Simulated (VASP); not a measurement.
# Ti (Im-3m) in VASP: further runs

Aim: see how the results for Ti move with the level of theory and the settings. Levels: PBE+D3(BJ), PBE+D4, r2SCAN, LDA. Tasks: relaxation of cell and atoms, single point.

Everything below comes from runs of VASP 6.6.1. Logs are shortened: lines on timing, memory, paths and dates and some standing lists are left out, and cuts for length are marked.

**1. The cell of the first run**

It takes space group Im-3m (No. 229, cubic). The conventional cell has a = 3.282 Å, b = 3.282 Å, c = 3.282 Å, α = 90.00°, β = 90.00°, γ = 90.00°. Ti (site symmetry m-3m) has 14 Ti at 2.84 to 3.28 Å within 3.7 Å.

**2. Relaxation of cell and atoms, PBE+D3(BJ)**

Contents of INCAR:

```
PREC = Accurate
ENCUT = 600
EDIFF = 1E-6
ISMEAR = -1
SIGMA = 0.05
LREAL = F
LASPH = T
NELM = 100
ALGO = Fast
ISIF = 3
LWAVE = F
LCHARG = F
GGA = PE
IVDW = 12
IBRION = 2
NSW = 60
EDIFFG = -0.01
```

Contents of KPOINTS:

```
regular mesh
0
Gamma
  11 11 11
```

Contents of POSCAR:

```
Ti
1.0
   -1.6410000000      1.6410000000      1.6410000000
    1.6410000000     -1.6410000000      1.6410000000
    1.6410000000      1.6410000000     -1.6410000000
Ti
1
Direct
    0.0000000000      0.0000000000      0.0000000000
```

Potentials or basis: VASP PAW PBE potentials, release 64 (Ti_sv).

Launch:

```
$ cat potpaw_PBE.64/Ti_sv/POTCAR > POTCAR
$ mpirun -np 1 vasp_std > vasp.out
```

OUTCAR:

```text
PREC = Accurate
   ENCUT = 600
   EDIFF = 1E-6
   ISMEAR = -1
   LREAL = F
   LASPH = T
   NELM = 100
   ISIF = 3
   GGA = PE
   IVDW = 12
   IBRION = 2
   NSW = 60
   EDIFFG = -0.01
 IVDW          = 12

 ion  position               nearest neighbor table
   1  0.000  0.000  0.000-

  LATTYP: Found a body centered cubic cell.
 ALAT       =     3.2820000000

  Lattice vectors:

 A1 = (  -1.6410000000,   1.6410000000,   1.6410000000)
 A2 = (   1.6410000000,  -1.6410000000,   1.6410000000)
 A3 = (   1.6410000000,   1.6410000000,  -1.6410000000)

Analysis of symmetry for initial positions (statically):
=====================================================================
 Subroutine PRICEL returns:
 Original cell was already a primitive cell.

 Routine SETGRP: Setting up the symmetry group for a
 body centered cubic supercell.

 Subroutine GETGRP returns: Found 48 space group operations
[... 9 lines left out ...]

 Routine SETGRP: Setting up the symmetry group for a
 body centered cubic supercell.

 Subroutine GETGRP returns: Found 48 space group operations
[... 11 lines left out ...]
                                     Primitive cell

  volume of cell :      17.6761

  direct lattice vectors                    reciprocal lattice vectors
    -1.641000000  1.641000000  1.641000000     0.000000000  0.304692261  0.304692261
     1.641000000 -1.641000000  1.641000000     0.304692261  0.000000000  0.304692261
     1.641000000  1.641000000 -1.641000000     0.304692261  0.304692261  0.000000000

  length of vectors
     2.842295375  2.842295375  2.842295375     0.430899928  0.430899928  0.430899928

  position of ions in fractional coordinates (direct lattice)
     0.000000000  0.000000000  0.000000000

  ion indices of the primitive-cell ions
   primitive index   ion index
                 1           1

----------------------------------------------------------------------------------------

 KPOINTS: regular mesh

Automatic generation of k-mesh.
 Grid dimensions read from file:
 generate k-points for:   11   11   11

 Generating k-lattice:

  Cartesian coordinates                     Fractional coordinates (reciprocal lattice)
     0.000000000  0.027699296  0.027699296     0.090909091  0.000000000  0.000000000
     0.027699296  0.000000000  0.027699296     0.000000000  0.090909091  0.000000000
     0.027699296  0.027699296  0.000000000     0.000000000  0.000000000  0.090909091

  Length of vectors
     0.039172721  0.039172721  0.039172721

  Shift w.r.t. Gamma in fractional coordinates (k-lattice)
     0.000000000  0.000000000  0.000000000

 Subroutine IBZKPT returns following result:
 ===========================================

 Found     56 irreducible k-points:

 Following reciprocal coordinates:
            Coordinates               Weight
  0.000000  0.000000  0.000000      1.000000
  0.090909  0.000000  0.000000     12.000000
  0.181818  0.000000  0.000000     12.000000
  0.272727  0.000000  0.000000     12.000000
  0.363636  0.000000  0.000000     12.000000
  0.454545  0.000000  0.000000     12.000000
[... 16 lines left out ...]
  0.272727  0.181818  0.090909     48.000000
  0.363636  0.181818  0.090909     24.000000
 [... further k-points ...]
   k-points           NKPTS =     56   k-points in BZ     NKDIM =     56   number of bands    NBANDS=     10
   number of dos      NEDOS =    301   number of ions     NIONS =      1
   total plane-waves  NPLWV =  13824
   dimension x,y,z NGX =    24 NGY =   24 NGZ =   24
   dimension x,y,z NGXF=    48 NGYF=   48 NGZF=   48
   ions per type =               1
   NGX,Y,Z   is equivalent  to a cutoff of  14.04, 14.04, 14.04 a.u.
   NGXF,Y,Z  is equivalent  to a cutoff of  28.08, 28.08, 28.08 a.u.
 SYSTEM =  unknown system
   PREC   = accura    normal or accurate (medium, high low for compatibility)
   ISTART =      0    job   : 0-new  1-cont  2-samecut
   ICHARG =      2    charge: 1-file 2-atom 10-const
   ISPIN  =      1    spin polarized calculation?
   LNONCOLLINEAR =      F non collinear calculations
   LSORBIT =      F    spin-orbit coupling
   LASPH  =      T    aspherical Exc in radial PAW
   ENCUT  =  600.0 eV  44.10 Ry    6.64 a.u.   5.68  5.68  5.68*2*pi/ulx,y,z
   NELM   =    100;   NELMIN=  2; NELMDL= -5     # of ELM steps
   EDIFF  = 0.1E-05   stopping-criterion for ELM
   LREAL  =      F    real-space projection
   EDIFFG = -.1E-01   stopping-criterion for IOM
   NSW    =     60    number of steps for IOM
   IBRION =      2    ionic relax: 0-MD 1-quasi-New 2-CG
   NFREE  =      1    steps in history (QN), initial steepest desc. (CG)
   ISIF   =      3    stress and relaxation
   ISYM   =      2    0-nonsym 1-usesym 2-fastsym
   POTIM  = 0.5000    time-step for ionic-motion
   TEBEG  =    0.0;   TEEND  =   0.0 temperature during run
   PSTRESS=    0.0 pullay stress
   NELECT =      12.0000    total number of electrons
   NUPDOWN=      -1.0000    fix difference up-down
   EMIN   =  10.00;   EMAX   =-10.00  energy-range for DOS
   EFERMI =   0.00;   METHOD = LEGACY
   ISMEAR =    -1;   SIGMA  =   0.05  broadening in eV -4-tet -1-fermi 0-gaus
   EFERMI_NEDOS =   21; number of points for ismear=-14 and -15
   IALGO  =     68    algorithm
   IMIX   =      4    mixing-type and parameters
     AMIX     =   0.40;   BMIX     =  1.00
     AMIX_MAG =   1.60;   BMIX_MAG =  1.00
  volume/ion in A,a.u.               =      17.68       119.28
  Fermi-wavevector in a.u.,A,eV,Ry     =   1.438821  2.718977 28.166848  2.070205
  Thomas-Fermi vector in A             =   2.557745
   LORBIT       =      0    0 simple, 1 ext, 2 COOP (PROOUT), +10 PAW based schemes
   GGA     = PE    functional components
   LHFCALC =     F    Hartree Fock is set to
   AEXX    =    0.0000 exact exchange contribution
   IVDW    =    12    specifies the selected vdW correction
   LEPSILON=     F    determine dielectric tensor
   LRPA    =     F    only Hartree local field effects (RPA)
 conjugate gradient relaxation of ions
 non-spin polarized calculation
 RMM-DIIS sequential band-by-band and
  energy-cutoff  :      600.00
  volume of cell :       17.68
 maximum number of plane-waves:       603
   NGX = 11   NGY = 11   NGZ = 11

--------------------------------------- Ionic step        1  -------------------------------------------

 number of electron      12.0000001 magnetization

 Free energy of the ion-electron system (eV)
  ---------------------------------------------------
  ext. energy  EPLUGINS =         0.00000000
  ---------------------------------------------------
  free energy    TOTEN  =        -7.72931443 eV

  energy without entropy =       -7.70664458  energy(sigma->0) =       -7.71797950

------------------------ aborting loop because EDIFF is reached ----------------------------------------

 Edisp (eV)   -0.58994

 E8    (eV) :    -0.2796

  FORCE on cell =-STRESS in cart. coord.  units (eV):
  Direction    XX          YY          ZZ          XY          YZ          ZX
  --------------------------------------------------------------------------------------
  -------------------------------------------------------------------------------------
  Total      -0.92096    -0.92096    -0.92096     0.00000     0.00000    -0.00000
  in kB     -83.47665   -83.47665   -83.47665     0.00000     0.00000    -0.00000
  external pressure =      -83.48 kB  Pullay stress =        0.00 kB
[... 94 lines left out ...]
  FREE ENERGIE OF THE ION-ELECTRON SYSTEM (eV)
  ---------------------------------------------------
  free  energy   TOTEN  =        -8.3591144319 eV

  energy  without entropy=       -8.3405514335  energy(sigma->0) =       -8.34983293

[... ionic steps 4 to 12 ...]

--------------------------------------- Ionic step       13  -------------------------------------------

 number of electron      12.0000003 magnetization

------------------------ aborting loop because EDIFF is reached ----------------------------------------

 Edisp (eV)   -0.64379

 E8    (eV) :    -0.3056
[... 67 lines left out ...]
  energy  without entropy=       -8.3405316553  energy(sigma->0) =       -8.34982309

--------------------------------------- Ionic step       15  -------------------------------------------

 number of electron      12.0000003 magnetization

 Free energy of the ion-electron system (eV)
  ---------------------------------------------------
  ext. energy  EPLUGINS =         0.00000000
  ---------------------------------------------------
  free energy    TOTEN  =        -7.71346731 eV

  energy without entropy =       -7.69497503  energy(sigma->0) =       -7.70422117

 E-fermi :   8.8079     XC(G=0): -11.8185

 val. band max:        8.7972719683   @ k =   0.2727   0.0909   0.0909
 cond. band min:       8.8231680529   @ k =  -0.3636   0.3636   0.0909
 fundamental gap:      0.0258960846
 Fermi energy:         8.8079374221

 k-point     1 :       0.0000    0.0000    0.0000
  band No.  band energies     occupation
      1     -47.5722      2.00000
      2     -23.3403      2.00000
      3     -23.3403      2.00000
      4     -23.3403      2.00000
      5       2.7242      2.00000
      6       9.8732      0.00000
      7       9.8732      0.00000
      8       9.8732      0.00000
      9      11.7853      0.00000
     10      11.7853      0.00000
[... 287 lines left out ...]
 k-point    24 :       0.3636    0.1818    0.0909
  band No.  band energies     occupation
      1     -47.3898      2.00000
      2     -24.0266      2.00000
      3     -23.7123      2.00000
      4     -23.4746      2.00000
      5       7.2682      2.00000
      6       8.1568      2.00000
      7       8.9440      0.12341
      8      12.0006      0.00000
      9      12.2145      0.00000
     10      15.6813      0.00000

 [... further k-points ...]

------------------------ aborting loop because EDIFF is reached ----------------------------------------

 Edisp (eV)   -0.64564

 E8    (eV) :    -0.3065

  FORCE on cell =-STRESS in cart. coord.  units (eV):
  Direction    XX          YY          ZZ          XY          YZ          ZX
  --------------------------------------------------------------------------------------
  -------------------------------------------------------------------------------------
  Total       0.00798     0.00798     0.00798    -0.00000     0.00000    -0.00000
  in kB       0.78846     0.78846     0.78846    -0.00000     0.00000    -0.00000
  external pressure =        0.79 kB  Pullay stress =        0.00 kB
[... 16 lines left out ...]
  FREE ENERGIE OF THE ION-ELECTRON SYSTEM (eV)
  ---------------------------------------------------
  free  energy   TOTEN  =        -8.3591053984 eV

  energy  without entropy=       -8.3406131218  energy(sigma->0) =       -8.34985926

 reached required accuracy - stopping structural energy minimisation
```

It took 72 s on 1 thread of Intel Xeon 6975P-C (Granite Rapids), shared host; peak memory 0.17 GiB.

What came out:

* Free energy: -8.3591 eV
* Relaxed volume: 16.22 Å³/atom
* Relaxed cell: a = 2.762 Å, b = 2.762 Å, c = 2.762 Å, α = 109.47°, β = 109.47°, γ = 109.47°
* Space group after relaxing (to 0.05 Å): Im-3m (No. 229)
* Energy gained by relaxing: 39.9 meV/atom
* Ionic steps: 15
* Pressure after relaxing: 0.1 GPa
* Band gap on the k mesh: zero (band 6 reaches 9.89 eV, above the bottom of band 7 at 8.16 eV)
* Dispersion energy per atom: -0.646 eV

The path:
| step | energy change (eV) | largest force (eV/Å) | pressure (GPa) | volume (Å³) |
| --- | --- | --- | --- | --- |
| 1 | 0.0000 | 0.0000 | -8.35 | 17.68 |
| 2 | -0.0241 | 0.0000 | 6.37 | 15.42 |
| 3 | -0.0399 | 0.0000 | 1.02 | 16.24 |
| 4 | -0.0394 | 0.0000 | -0.48 | 16.39 |
| 5 | -0.0396 | 0.0000 | -0.95 | 16.34 |
| 6 | -0.0398 | 0.0000 | -0.41 | 16.29 |
| 7 | -0.0398 | 0.0000 | -0.44 | 16.29 |
| 8 | -0.0398 | 0.0000 | -0.38 | 16.28 |
| 9 | -0.0398 | 0.0000 | -0.33 | 16.28 |
| 10 | -0.0398 | 0.0000 | -0.28 | 16.27 |
| 11 | -0.0398 | 0.0000 | -0.24 | 16.27 |
| 12 | -0.0398 | 0.0000 | -0.20 | 16.27 |
| 13 | -0.0399 | 0.0000 | -0.21 | 16.26 |
| 14 | -0.0399 | 0.0000 | -0.18 | 16.25 |
| 15 | -0.0399 | 0.0000 | 0.08 | 16.22 |

Final structure:
```
CELL_PARAMETERS angstrom
-1.59453 1.59453 1.59453
1.59453 -1.59453 1.59453
1.59453 1.59453 -1.59453
ATOMIC_POSITIONS crystal
Ti 0.00000 0.00000 0.00000
```

Levels at points of the mesh, in eV from the Fermi level:
```
           k point  band 3  band 4  band 5  band 6  band 7  band 8  band 9  band 10
(0.00, 0.00, 0.00)  -32.15  -32.15   -6.08    1.07    1.07    1.07    2.98     2.98
```

Caveat: pairwise dispersion overbinds metals, which lowers pressure and volume.

**3. Relaxation of cell and atoms, PBE+D4**

INCAR, as its differences from that of step 2:

```diff
@@ -7,4 +7,4 @@
 LASPH = T
-NELM = 100
-ALGO = Fast
+NELM = 80
+ALGO = Normal
 ISIF = 3
@@ -13,3 +13,3 @@
 GGA = PE
-IVDW = 12
+IVDW = 13
 IBRION = 2
```

Contents of KPOINTS:

```
Automatic mesh
0
Gamma
  11 11 11
```

POSCAR is that of step 2.

Potentials or basis: VASP PAW PBE potentials, release 64 (Ti_sv).

Launch:

```
$ cat potpaw_PBE.64/Ti_sv/POTCAR > POTCAR
$ mpirun -np 1 vasp_std > vasp.out
```

It took 10 s on 1 thread of Intel Xeon 6975P-C (Granite Rapids), shared host; peak memory 0.14 GiB.

It converged, with:

```
Free energy                            : -7.9387 eV
Relaxed volume                         : 16.89 Å³/atom
Relaxed cell                           : a = 2.800 Å, b = 2.800 Å, c = 2.800 Å, α = 109.47°, β = 109.47°, γ = 109.47°
Space group after relaxing (to 0.05 Å) : Im-3m (No. 229)
Energy gained by relaxing              : 11.5 meV/atom
Ionic steps                            : 3
Pressure after relaxing                : 0.0 GPa
Band gap on the k mesh                 : zero (band 6 reaches 9.41 eV, above the bottom of band 7 at 7.76 eV)
Dispersion energy per atom             : -0.207 eV
```

The path:
```
step  energy change (eV)  largest force (eV/Å)  pressure (GPa)  volume (Å³)
   1              0.0000                0.0000           -4.49        17.68
   2             -0.0072                0.0000            3.05        16.44
   3             -0.0115                0.0000            0.02        16.89
```

Final structure:
```xyz
1
Lattice="-1.6163 1.6163 1.6163 1.6163 -1.6163 1.6163 1.6163 1.6163 -1.6163" Properties=species:S:1:pos:R:3 pbc="T T T"
Ti    0.0000    0.0000    0.0000
```

Levels at points of the mesh, in eV from the Fermi level:
```
           k point  band 3  band 4  band 5  band 6  band 7  band 8  band 9  band 10
(0.00, 0.00, 0.00)  -32.29  -32.29   -6.01    1.03    1.03    1.03    2.84     2.84
```

Caveat: pairwise dispersion overbinds metals, which lowers pressure and volume.

(Continued in part 2 of 2.)
